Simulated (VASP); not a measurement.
A run of VASP 6.6.1:

Contents of INCAR:

```
  PREC = Accurate
  ENCUT = 520
  EDIFF = 1E-8
  ISMEAR = -1
  SIGMA = 0.08
  LREAL = False
  LASPH = True
  NELM = 60
  ALGO = Normal
  ISIF = 2
  LWAVE = False
  LCHARG = False
  GGA = PS
  LEFG = True
  NBANDS = 8
```

KPOINTS

```
regular mesh
0
Gamma
  15 15 15
```

File POSCAR:

```
Li
1.0
   -1.7500000000      1.7500000000      1.7500000000
    1.7500000000     -1.7500000000      1.7500000000
    1.7500000000      1.7500000000     -1.7500000000
Li
1
Direct
    0.0000000000      0.0000000000      0.0000000000
```

Potentials or basis: VASP PAW PBE potentials, release 64 (Li_sv).

The run is started by

```console
$ cat potpaw_PBE.64/Li_sv/POTCAR > POTCAR
$ mpirun -np 1 vasp_std > vasp.out
```

Hardware: 1 thread of Intel(R) Xeon(R) Platinum 8375C CPU @ 2.90GHz (Ice Lake), on a shared host.

How long does it take, and how much memory?

Wall time 8.7 s on 1 thread of Intel(R) Xeon(R) Platinum 8375C CPU @ 2.90GHz (Ice Lake), with other jobs on the host, peak memory 0.14 GiB. Counts: scf iterations 12, k points 120.
